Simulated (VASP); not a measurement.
Here is a VASP 6.6.1 calculation.

Contents of INCAR:

```
  PREC = Accurate
  ENCUT = 600
  EDIFF = 1E-6
  ISMEAR = 0
  SIGMA = 0.1
  LREAL = False
  LASPH = True
  NELM = 200
  ALGO = Normal
  ISIF = 2
  LWAVE = False
  LCHARG = False
  ISPIN = 2
  MAGMOM = 0 0
  LORBIT = 11
  NUPDOWN = 0.0
  LMAXMIX = 4
  NBANDS = 20
  GGA_COMPAT = False
```

The input KPOINTS:

```
Automatic mesh
0
Gamma
  7 7 5
```

Contents of POSCAR:

```
FePt
1.0
    2.7235000000      0.0000000000      0.0000000000
    0.0000000000      2.7235000000      0.0000000000
    0.0000000000      0.0000000000      3.7200000000
Fe Pt
1 1
Direct
    0.0000000000      0.0000000000      0.0000000000
    0.5000000000      0.5000000000      0.5000000000
```

Potentials or basis: VASP PAW LDA potentials, release 64 (Fe, Pt).

Command:

```sh
$ cat potpaw_LDA.64/Fe/POTCAR potpaw_LDA.64/Pt/POTCAR > POTCAR
$ mpirun -np 1 vasp_std > vasp.out
```

Problem. Estimate the pressure.

Solution. -27.7 GPa.

Stress tensor (GPa, compression positive):
```
-29.06   0.00   0.00
  0.00 -29.06   0.00
  0.00   0.00 -25.04
```

Caveat: the cell stands under tension; the total moment is fixed, so each spin has its own Fermi level.
